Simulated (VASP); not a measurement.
Here is a VASP 6.6.1 calculation.

INCAR

```
SYSTEM = B48HN48
  PREC = Accurate
  ENCUT = 520
  EDIFF = 1E-6
  ISMEAR = -1
  SIGMA = 0.05
  LREAL = Auto
  LASPH = .TRUE.
  NELM = 100
  ALGO = Normal
  ISIF = 2
  LWAVE = .FALSE.
  LCHARG = .FALSE.
  GGA = PS
  NBANDS = 246
  NELECT = 386.0
  ISYM = 0
```

KPOINTS

```
Automatic mesh
0
Gamma
  1 1 1
  0.25 0.25 0.25
```

Contents of POSCAR:

```
B48HN48
1.0
    7.6229900000      0.0000000000      0.0000000000
    0.0000000000      8.8022710000      0.0000000000
    0.0000000000      0.0000000000      8.4065820000
B N H
48 48 1
Direct
    0.0000200000      0.1667860000      0.0015470000
    0.0008750000      0.1699600000      0.4987680000
    0.3328400000      0.1668210000      0.0011690000
    0.3329540000      0.1673940000      0.4999800000
    0.1663330000      0.4166120000      0.0018410000
    0.1635300000      0.4141770000      0.4987220000
    0.0004520000      0.6671990000      0.0008100000
    0.0005270000      0.6670130000      0.4990610000
    0.6664410000      0.1662600000      0.0010800000
    0.6669660000      0.1662100000      0.4992460000
    0.4992220000      0.4165250000      0.0015060000
    0.5012620000      0.4166220000      0.5003980000
    0.3327270000      0.6668260000      0.0002440000
    0.3322020000      0.6664580000      0.4989590000
    0.1665230000      0.9169820000      0.0003860000
    0.1669380000      0.9171340000      0.5000270000
    0.8335860000      0.4165320000      0.0026710000
    0.7907190000      0.4382280000      0.5170290000
    0.6663740000      0.6673910000      0.0013980000
    0.6669860000      0.6648250000      0.5008860000
    0.4996140000      0.9171300000      0.0007930000
    0.4996680000      0.9169130000      0.5000520000
    0.8332940000      0.9172300000      0.0008920000
    0.8330890000      0.9172200000      0.5000090000
    0.1664200000      0.0833510000      0.2512290000
    0.1661650000      0.0835000000      0.7501430000
    0.0013040000      0.3327100000      0.2551780000
    0.0007700000      0.3330010000      0.7513770000
    0.4996690000      0.0833570000      0.2508710000
    0.4995150000      0.0837310000      0.7502370000
    0.3329140000      0.3338400000      0.2517300000
    0.3314030000      0.3331810000      0.7516580000
    0.1663710000      0.5832810000      0.2506020000
    0.1662610000      0.5829010000      0.7498390000
    0.0001660000      0.8335390000      0.2505390000
    0.9998490000      0.8333850000      0.7500640000
    0.8335990000      0.0834320000      0.2509470000
    0.8338390000      0.0838950000      0.7500360000
    0.6668730000      0.3323760000      0.2503230000
    0.6662420000      0.3328390000      0.7539860000
    0.4987660000      0.5839420000      0.2497020000
    0.4992300000      0.5836380000      0.7511630000
    0.3329000000      0.8333650000      0.2503760000
    0.3329560000      0.8333740000      0.7500650000
    0.8345090000      0.5838840000      0.2500870000
    0.8336980000      0.5839620000      0.7540310000
    0.6662480000      0.8336670000      0.2511970000
    0.6663890000      0.8349410000      0.7516700000
    0.0000010000      0.1659220000      0.1874720000
    0.0003330000      0.1667640000      0.6879240000
    0.3331270000      0.1667320000      0.1880050000
    0.3328470000      0.1666170000      0.6879320000
    0.1670410000      0.4173000000      0.1875210000
    0.1660490000      0.4164970000      0.6880730000
    0.0008210000      0.6674570000      0.1864520000
    0.9999650000      0.6668930000      0.6878070000
    0.6665440000      0.1656540000      0.1867970000
    0.6666570000      0.1666140000      0.6880260000
    0.4995860000      0.4168210000      0.1873490000
    0.4967260000      0.4150520000      0.6907240000
    0.3325660000      0.6672950000      0.1864260000
    0.3328670000      0.6668550000      0.6873720000
    0.1667120000      0.9168300000      0.1873870000
    0.1665770000      0.9166830000      0.6876500000
    0.8333260000      0.4167750000      0.1885180000
    0.8355710000      0.4155880000      0.6961000000
    0.6662060000      0.6673090000      0.1872990000
    0.6666730000      0.6704100000      0.6908480000
    0.4994470000      0.9168620000      0.1875950000
    0.4994510000      0.9172560000      0.6878550000
    0.8333630000      0.9166630000      0.1877590000
    0.8334650000      0.9172450000      0.6877780000
    0.1676370000      0.0817390000      0.4378930000
    0.1665050000      0.0832900000      0.9378170000
    0.0083530000      0.3288200000      0.4343580000
    0.0004130000      0.3330450000      0.9394860000
    0.4992540000      0.0826670000      0.4378110000
    0.4994330000      0.0834850000      0.9377950000
    0.3331120000      0.3333520000      0.4379000000
    0.3323130000      0.3330410000      0.9388070000
    0.1662630000      0.5835080000      0.4372170000
    0.1663930000      0.5834050000      0.9373220000
    0.0006480000      0.8343810000      0.4375270000
    0.9998280000      0.8337750000      0.9374820000
    0.8337640000      0.0831670000      0.4375440000
    0.8332420000      0.0835410000      0.9377150000
    0.6617010000      0.3272310000      0.4326850000
    0.6658900000      0.3328810000      0.9398740000
    0.4956320000      0.5853840000      0.4336950000
    0.4995630000      0.5836020000      0.9381710000
    0.3327790000      0.8333490000      0.4374510000
    0.3330590000      0.8335390000      0.9373860000
    0.8369280000      0.5907920000      0.4323400000
    0.8334010000      0.5842830000      0.9397980000
    0.6655090000      0.8353910000      0.4375330000
    0.6663460000      0.8345100000      0.9386330000
    0.6677130000      0.5000640000      0.5707810000
```

Potentials or basis: VASP PAW PBE potentials, release 64 (B, N, H).

Run with:

```sh
$ cat potpaw_PBE.64/B/POTCAR potpaw_PBE.64/N/POTCAR potpaw_PBE.64/H/POTCAR > POTCAR
$ mpirun -np 1 vasp_std > vasp.out
```

**Question.** What does it give for the largest force?

**Answer.** 0.076 eV/Å.

Forces in eV/Å, atoms in the order of the input:
```
B   -0.012  0.006 -0.009
B   -0.019  0.009  0.014
B   -0.009  0.002  0.002
B   -0.012 -0.011  0.002
B   -0.013  0.001 -0.011
B   -0.002  0.016  0.011
B   -0.007  0.005  0.000
B   -0.005 -0.009  0.001
B   -0.014 -0.006  0.000
B   -0.004 -0.001  0.013
B   -0.005  0.000  0.001
B   -0.024  0.003  0.019
B   -0.020  0.006  0.003
B    0.005 -0.007  0.002
B   -0.009 -0.004  0.000
B   -0.008 -0.007  0.005
B   -0.008  0.004 -0.001
B    0.067 -0.029 -0.019
B   -0.012 -0.005 -0.001
B   -0.028 -0.011  0.006
B   -0.011  0.000  0.000
B   -0.006 -0.005  0.005
B   -0.015  0.000  0.003
B   -0.010  0.007 -0.003
B    0.006  0.007  0.011
B    0.013  0.000 -0.004
B    0.003  0.000 -0.022
B    0.016 -0.010  0.008
B    0.005  0.003  0.000
B    0.011  0.011  0.006
B    0.006  0.002  0.015
B    0.014  0.000 -0.003
B    0.014  0.008 -0.005
B    0.003 -0.010 -0.012
B    0.002 -0.001  0.004
B    0.007  0.003 -0.005
B    0.007 -0.006 -0.002
B    0.003  0.004 -0.001
B    0.012 -0.005  0.010
B    0.007 -0.007  0.002
B    0.003  0.002  0.010
B   -0.006  0.016 -0.003
B    0.011 -0.004  0.007
B    0.019  0.001 -0.010
B    0.000  0.011  0.010
B    0.023  0.003 -0.009
B    0.010 -0.003  0.012
B    0.010  0.016  0.004
N   -0.007  0.005  0.008
N   -0.012  0.007 -0.013
N   -0.006 -0.003 -0.008
N   -0.019  0.003  0.000
N   -0.009 -0.004  0.006
N   -0.002  0.010 -0.007
N   -0.004 -0.002  0.002
N   -0.016  0.002  0.001
N   -0.010 -0.005  0.002
N   -0.014  0.000 -0.015
N   -0.006  0.000 -0.006
N   -0.016 -0.001 -0.007
N   -0.012  0.003 -0.011
N    0.001  0.000 -0.005
N   -0.010  0.000 -0.003
N   -0.014  0.005  0.000
N    0.003 -0.006  0.013
N   -0.020  0.009 -0.015
N   -0.005  0.000 -0.001
N   -0.021 -0.010 -0.018
N   -0.011  0.003  0.004
N   -0.013 -0.002 -0.001
N   -0.005  0.003  0.003
N   -0.011 -0.001  0.000
N    0.025 -0.005 -0.009
N    0.010 -0.001  0.001
N   -0.025 -0.008  0.032
N    0.017 -0.009  0.004
N    0.009  0.005 -0.011
N    0.009 -0.001 -0.009
N    0.007  0.006 -0.020
N    0.014  0.005  0.000
N   -0.011 -0.014  0.002
N    0.012 -0.004  0.003
N    0.013 -0.004  0.004
N    0.011 -0.004  0.004
N    0.015 -0.007 -0.005
N    0.021  0.000 -0.008
N    0.035 -0.009 -0.012
N    0.010 -0.002  0.002
N    0.008  0.024  0.011
N    0.015 -0.003 -0.005
N    0.004 -0.005 -0.008
N    0.012 -0.003  0.003
N    0.015 -0.012 -0.015
N    0.007 -0.007  0.006
N    0.009  0.013  0.000
N    0.011 -0.002  0.000
H   -0.029  0.026  0.032
```

Caveat: the cell carries a net charge on a neutralising background, which shifts energy and pressure; the PAW data sets were made with another functional, which shifts forces and pressure a little.
